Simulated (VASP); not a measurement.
Set up this calculation in VASP 6.6.1, as the native input.

```
Task                               : single point
Functional                         : PBE0
Potentials or basis                : VASP PAW PBE potentials, release 64 (Sr_sv, O)
Cutoff                             : 520 eV
k mesh                             : 4 × 4 × 4
Occupations                        : fermi-dirac, width 0.05 eV
Spin                               : non-collinear spin, zero start, spin-orbit coupling
Starting moments                   : [[0.0, 0.0, 0.0], [0.0, 0.0, 0.0]] μB
Dipole correction                  : no
Grid for exact exchange (PRECFOCK) : Normal
Further INCAR settings             : ALGO = Normal; EDIFF = 1e-06; NBANDS = 28
Share of exact exchange            : 0.25
```

SrO:

```xyz
2
Lattice="0.0000 2.5663 2.5663 2.5663 0.0000 2.5663 2.5663 2.5663 0.0000" Properties=species:S:1:pos:R:3 pbc="T T T"
Sr    2.5663    2.5663    2.5663
O     0.0000    0.0000    0.0000
```

These files were run (other wordings do the same):

POSCAR

```
SrO
1.0
    0.0000000000      2.5663000000      2.5663000000
    2.5663000000      0.0000000000      2.5663000000
    2.5663000000      2.5663000000      0.0000000000
Sr O
1 1
Direct
    0.5000000000      0.5000000000      0.5000000000
    0.0000000000      0.0000000000      0.0000000000
```

INCAR.step1

```
PREC = Accurate
ENCUT = 520
EDIFF = 1E-5
ISMEAR = -1
SIGMA = 0.05
LREAL = False
LASPH = True
NELM = 200
ALGO = Normal
ISIF = 2
LWAVE = True
MAGMOM = 0 0 0 0 0 0
LORBIT = 11
LSORBIT = True
GGA_COMPAT = False
LORBMOM = True
NBANDS = 28
GGA = PE
```

INCAR.step2

```
PREC = Accurate
ENCUT = 520
EDIFF = 1E-6
ISMEAR = -1
SIGMA = 0.05
LREAL = False
LASPH = True
NELM = 200
ALGO = Normal
ISIF = 2
LWAVE = False
LCHARG = True
MAGMOM = 0 0 0 0 0 0
LORBIT = 11
LSORBIT = True
GGA_COMPAT = False
LORBMOM = True
GGA = PE
LHFCALC = True
AEXX = 0.25
PRECFOCK = Normal
LVHAR = True
NBANDS = 28
ISTART = 1
```

KPOINTS

```
Automatic mesh
0
Gamma
  4 4 4
```

Potentials or basis: VASP PAW PBE potentials, release 64 (Sr_sv, O).

The run is started by

```sh
$ cat potpaw_PBE.64/Sr_sv/POTCAR potpaw_PBE.64/O/POTCAR > POTCAR
$ cp INCAR.step1 INCAR
$ mpirun -np 1 vasp_ncl > vasp.out
$ cp INCAR.step2 INCAR
$ mpirun -np 1 vasp_ncl > vasp.out
```

It gave:

```yaml
Pressure: 1.6 GPa
Net_moment: 0.00 μB per cell
Valence_electrons_inside_the_program's_atomic_spheres: Sr 8.13; O 5.01
```

Caveat: the k points lie up to 0.53 Å⁻¹ apart; the PAW data sets were made with another functional, which shifts forces and pressure a little.

Run time: 50 min on 1 thread of Oxide Virtual Turin-like Processor, with other jobs on the host, peak memory 0.24 GiB.
